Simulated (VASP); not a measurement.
# Ti5Si (R32) in VASP: notebook, part 2 of 2

VASP 6.6.1. The steps go on from the part before.

### 3 Single point, r2SCAN

This run uses another cell than the first one, of 16.17 Å³/atom.

POSCAR

```
Ti5Si
1.0
    2.5169457465      1.4531593043      4.4214378998
   -2.5169457465      1.4531593043      4.4214378998
    0.0000000000     -2.9063186086      4.4214378998
Ti Si
5 1
Direct
    0.1510613743      0.1510613743      0.1510613743
    0.6036937297      0.3963062703      0.0000000000
    0.0000000000      0.6036937297      0.3963062703
    0.8489386257      0.8489386257      0.8489386257
    0.3963062703      0.0000000000      0.6036937297
    0.5000000000      0.5000000000      0.5000000000
```

INCAR.step1

```
SYSTEM = Ti5Si
  ALGO = Normal
  EDIFF = 1E-4
  ENCUT = 520
  GGA = PE
  ISMEAR = 0
  LASPH = .True.
  LCHARG = .False.
  LREAL = .False.
  LWAVE = .True.
  NBANDS = 41
  NELM = 80
  PREC = Accurate
  SIGMA = 0.1
```

INCAR.step2

```
SYSTEM = Ti5Si
  ALGO = Normal
  EDIFF = 1E-6
  ENCUT = 520
  ISIF = 2
  ISMEAR = 0
  ISTART = 1
  LASPH = .True.
  LCHARG = .False.
  LMIXTAU = .True.
  LREAL = .False.
  LWAVE = .False.
  METAGGA = R2SCAN
  NBANDS = 41
  NELM = 80
  PREC = Accurate
  SIGMA = 0.1
```

KPOINTS

```
k-points
0
Gamma
  12 12 12
  0 0 0
```

Potentials or basis: VASP PAW PBE potentials, release 64 (Ti_sv, Si).

The run is started by

```console
cat potpaw_PBE.64/Ti_sv/POTCAR potpaw_PBE.64/Si/POTCAR > POTCAR
cp INCAR.step1 INCAR
mpirun -np 1 vasp_std > vasp.out
cp INCAR.step2 INCAR
mpirun -np 1 vasp_std > vasp.out
```

OUTCAR:

```text
SYSTEM = Ti5Si
   EDIFF = 1E-6
   ENCUT = 520
   ISIF = 2
   ISMEAR = 0
   ISTART = 1
   LASPH = .True.
   LREAL = .False.
   METAGGA = R2SCAN
   NELM = 80
   PREC = Accurate

 ion  position               nearest neighbor table
   1  0.151  0.151  0.151-   2 2.83   3 2.83   5 2.83   3 2.87   5 2.87   2 2.87   6 2.91   6 2.91
                             6 2.91
   2  0.604  0.396  0.000-   5 2.67   3 2.67   3 2.67   5 2.67   6 2.70   6 2.70   4 2.83   1 2.83
                             4 2.87   1 2.87
   3  0.000  0.604  0.396-   5 2.67   5 2.67   2 2.67   2 2.67   6 2.70   6 2.70   4 2.83   1 2.83
                             1 2.87   4 2.87
   4  0.849  0.849  0.849-   2 2.83   5 2.83   3 2.83   5 2.87   3 2.87   2 2.87   6 2.91   6 2.91
                             6 2.91
   5  0.396  0.000  0.604-   3 2.67   3 2.67   2 2.67   2 2.67   6 2.70   6 2.70   1 2.83   4 2.83
                             4 2.87   1 2.87
   6  0.500  0.500  0.500-   5 2.70   3 2.70   5 2.70   3 2.70   2 2.70   2 2.70   4 2.91   1 2.91
                             1 2.91   4 2.91   1 2.91   4 2.91

  LATTYP: Found a trigonal (rhomboedric) cell.
 ALAT       =     5.2911058349
 COS(alpha) =     0.5474309950

  Lattice vectors:

 A1 = (   2.5169457465,   1.4531593043,   4.4214378998)
 A2 = (  -2.5169457465,   1.4531593043,   4.4214378998)
 A3 = (   0.0000000000,  -2.9063186086,   4.4214378998)

Analysis of symmetry for initial positions (statically):
=====================================================================
 Subroutine PRICEL returns:
 Original cell was already a primitive cell.

 Routine SETGRP: Setting up the symmetry group for a
 trigonal (rhombohedral) supercell.

 Subroutine GETGRP returns: Found  6 space group operations
 (whereof  6 operations were pure point group operations)
 out of a pool of 12 trial point group operations.

The static configuration has the point symmetry D_3 .

Analysis of symmetry for dynamics (positions and initial velocities):
=====================================================================
 Subroutine PRICEL returns:
[... 136 lines left out ...]
     AMIX     =   0.40;   BMIX     =  1.00
     AMIX_MAG =   1.60;   BMIX_MAG =  1.00
  volume/ion in A,a.u.               =      16.17       109.13
  Fermi-wavevector in a.u.,A,eV,Ry     =   1.425063  2.692979 27.630791  2.030806
  Thomas-Fermi vector in A             =   2.545488
   LORBIT       =      0    0 simple, 1 ext, 2 COOP (PROOUT), +10 PAW based schemes
   METAGGA = R2SCAN    functional components
   LHFCALC =     F    Hartree Fock is set to
   AEXX    =    0.0000 exact exchange contribution
   IVDW    =     0    specifies the selected vdW correction
   LEPSILON=     F    determine dielectric tensor
   LRPA    =     F    only Hartree local field effects (RPA)
 non-spin polarized calculation
 Gauss-broadening in eV      SIGMA  =   0.10
  energy-cutoff  :      520.00
  volume of cell :       97.03
 maximum number of plane-waves:      2641
   NGX = 19   NGY = 19   NGZ = 19

 number of electron      63.9999999 magnetization

 Free energy of the ion-electron system (eV)
  ---------------------------------------------------
  ext. energy  EPLUGINS =         0.00000000
  ---------------------------------------------------
  free energy    TOTEN  =       -75.41952562 eV

  energy without entropy =      -75.39788398  energy(sigma->0) =      -75.40870480

 E-fermi :   8.9452     XC(G=0): -12.5243

 val. band max:        8.9437634937   @ k =   0.3333   0.2500   0.2500
 cond. band min:       8.9474916756   @ k =   0.5000   0.4167   0.0000
 fundamental gap:      0.0037281819
 Fermi energy:         8.9451750779

 k-point     1 :       0.0000    0.0000    0.0000
  band No.  band energies     occupation
      1     -50.2033      2.00000
      2     -50.1244      2.00000
      3     -49.9728      2.00000
      4     -49.8280      2.00000
      5     -49.8280      2.00000
      6     -25.6724      2.00000
[... 1045 lines left out ...]
     40      10.8602      0.00000
     41      11.0572      0.00000

 [... further k-points ...]
[... 5 lines left out ...]
  --------------------------------------------------------------------------------------
  -------------------------------------------------------------------------------------
  Total        0.2708231      0.2708231      0.2537385     -0.0000000     -0.0000000      0.0000000
  in kB        4.4719246      4.4719246      4.1898170     -0.0000000     -0.0000000      0.0000000
  external PRESSURE =       4.3778887 kB  Pullay stress =       0.0000000 kB

 VOLUME and BASIS-vectors are now :
 -----------------------------------------------------------------------------
  energy-cutoff  :      520.00
  volume of cell :       97.03
      direct lattice vectors                 reciprocal lattice vectors
     2.516945746  1.453159304  4.421437900     0.198653467  0.114692633  0.075390256
    -2.516945746  1.453159304  4.421437900    -0.198653467  0.114692633  0.075390256
     0.000000000 -2.906318609  4.421437900     0.000000000 -0.229385266  0.075390256

 POSITION                                       TOTAL-FORCE (eV/Angst)
 -----------------------------------------------------------------------------------
      0.00000      0.00000      2.00373         0.000000      0.000000     -0.004843
      0.52198      1.45316      4.42144         0.012578      0.000000     -0.000000
     -1.51946     -0.27453      4.42144        -0.006289      0.010893     -0.000000
      0.00000      0.00000     11.26059         0.000000      0.000000      0.004843
      0.99748     -1.17863      4.42144        -0.006289     -0.010893     -0.000000
      0.00000      0.00000      6.63216         0.000000      0.000000     -0.000000
 -----------------------------------------------------------------------------------
    total drift:                                0.000000     -0.000000      0.000000

  FREE ENERGIE OF THE ION-ELECTRON SYSTEM (eV)
  ---------------------------------------------------
  free  energy   TOTEN  =       -75.4195256229 eV

  energy  without entropy=      -75.3978839846  energy(sigma->0) =      -75.40870480
```

OUTCAR.step1:

```text
SYSTEM = Ti5Si
   EDIFF = 1E-4
   ENCUT = 520
   GGA = PE
   ISMEAR = 0
[... 1299 lines left out ...]
     -1.51946     -0.27453      4.42144        -0.016096      0.027879      0.000000
      0.00000      0.00000     11.26059         0.000000      0.000000      0.008559
      0.99748     -1.17863      4.42144        -0.016096     -0.027879      0.000000
      0.00000      0.00000      6.63216         0.000000      0.000000      0.000000
 -----------------------------------------------------------------------------------
    total drift:                                0.000000     -0.000000      0.000000

  FREE ENERGIE OF THE ION-ELECTRON SYSTEM (eV)
  ---------------------------------------------------
  free  energy   TOTEN  =       -46.3744720974 eV

  energy  without entropy=      -46.3486966367  energy(sigma->0) =      -46.36158437
```

OSZICAR.step1:

```text
N       E                     dE             d eps       ncg     rms          rms(c)
DAV:   1     0.859955874489E+03    0.85996E+03   -0.32034E+04 15554   0.192E+03
DAV:   2     0.633842027353E+02   -0.79657E+03   -0.77759E+03 15498   0.587E+02
DAV:   3    -0.380118653051E+02   -0.10140E+03   -0.97041E+02 24427   0.180E+02
DAV:   4    -0.517133937113E+02   -0.13702E+02   -0.13497E+02 23876   0.575E+01
DAV:   5    -0.525273859419E+02   -0.81399E+00   -0.81201E+00 24036   0.125E+01    0.212E+01
DAV:   6    -0.468480863520E+02    0.56793E+01   -0.33065E+01 22094   0.449E+01    0.821E+00
DAV:   7    -0.479759369614E+02   -0.11279E+01   -0.19356E+01 22971   0.270E+01    0.103E+01
DAV:   8    -0.463211703839E+02    0.16548E+01   -0.60695E+00 21431   0.130E+01    0.340E+00
DAV:   9    -0.463631006368E+02   -0.41930E-01   -0.69771E-01 21788   0.523E+00    0.122E+00
DAV:  10    -0.463696561383E+02   -0.65555E-02   -0.64136E-02 22191   0.231E+00    0.659E-01
DAV:  11    -0.463747131710E+02   -0.50570E-02   -0.17417E-02 20428   0.101E+00    0.201E-01
DAV:  12    -0.463743949805E+02    0.31819E-03   -0.37131E-03 22715   0.435E-01    0.926E-02
DAV:  13    -0.463744720974E+02   -0.77117E-04   -0.22973E-04 17076   0.112E-01
   1 F= -.46374472E+02 E0= -.46361584E+02  d E =-.257755E-01
```

Run time: 59 min. Hardware: 1 thread of Oxide Virtual Turin-like, shared host; peak memory 0.63 GiB.

What came out:

```
Free energy            : -75.4195 eV
Pressure               : 0.4 GPa
Largest force          : 0.013 eV/Å
Band gap on the k mesh : zero (bands 32 and 33 overlap by 0.66 eV)
```

Forces on the atoms (eV/Å):
```
Ti   0.000  0.000 -0.005
Ti   0.013  0.000  0.000
Ti  -0.006  0.011  0.000
Ti   0.000  0.000  0.005
Ti  -0.006 -0.011  0.000
Si   0.000  0.000  0.000
```

Caveat: the PAW data sets were made with another functional, which shifts forces and pressure a little.
